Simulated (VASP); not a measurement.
Write the native input for VASP 6.6.1 that does the following.

| Property | Result |
| --- | --- |
| Task | single point |
| Functional | PBE |
| Potentials or basis | VASP PAW PBE potentials, release 64 (Sn_d, Pb_d, Se) |
| Cutoff | 520 eV |
| k mesh | 2 × 2 × 4 |
| Occupations | gaussian, width 0.1 eV |
| Spin | no spin polarisation |
| Dipole correction | no |
| Further INCAR settings | ALGO = Normal; EDIFF = 1e-07; NBANDS = 72 |

The structure of SnPb2Se3 lies in POSCAR:

```
SnPb2Se3
1.0
    6.4889791000     -6.1611611000      0.0000000000
    6.4889791000      6.1611611000      0.0000000000
    0.0000000000      0.0000000000      4.4227181000
Sn Pb Se
2 4 6
Direct
    0.1329140000      0.8670860000      0.2500000000
    0.8670860000      0.1329140000      0.7500000000
    0.8018980000      0.5354160000      0.2500000000
    0.4645840000      0.1981020000      0.2500000000
    0.5354160000      0.8018980000      0.7500000000
    0.1981020000      0.4645840000      0.7500000000
    0.0258810000      0.3001180000      0.2500000000
    0.6998820000      0.9741190000      0.2500000000
    0.3564030000      0.6435970000      0.2500000000
    0.3001180000      0.0258810000      0.7500000000
    0.9741190000      0.6998820000      0.7500000000
    0.6435970000      0.3564030000      0.7500000000
```

These files were run (other wordings do the same):

INCAR

```
SYSTEM = SnPb2Se3
PREC = Accurate ; ENCUT = 520
EDIFF = 1E-7 ; ISMEAR = 0
SIGMA = 0.1 ; LREAL = .False.
LASPH = .True. ; NELM = 80
ALGO = Normal ; ISIF = 2
LWAVE = .False. ; LCHARG = .True.
GGA = PE ; LELF = .True.
LVHAR = .True. ; NBANDS = 72
```

KPOINTS

```
Automatic mesh
0
Gamma
  2 2 4
  0 0 0
```

Potentials or basis: VASP PAW PBE potentials, release 64 (Sn_d, Pb_d, Se).

Launch:

```bash
$ cat potpaw_PBE.64/Sn_d/POTCAR potpaw_PBE.64/Pb_d/POTCAR potpaw_PBE.64/Se/POTCAR > POTCAR
$ mpirun -np 1 vasp_std > vasp.out
```

It gave:

| Item | Value |
| --- | --- |
| Pressure | 0.0 GPa |
| Largest force | 0.023 eV/Å |
| Band gap on the k mesh | 1.03 eV (least direct gap 1.09 eV) |

Caveat: spin-orbit coupling is left out, which moves the levels of the heavy elements.

Wall time 9.2 min on 1 thread of AMD EPYC 7R13, with other jobs on the host, peak memory 0.49 GiB.
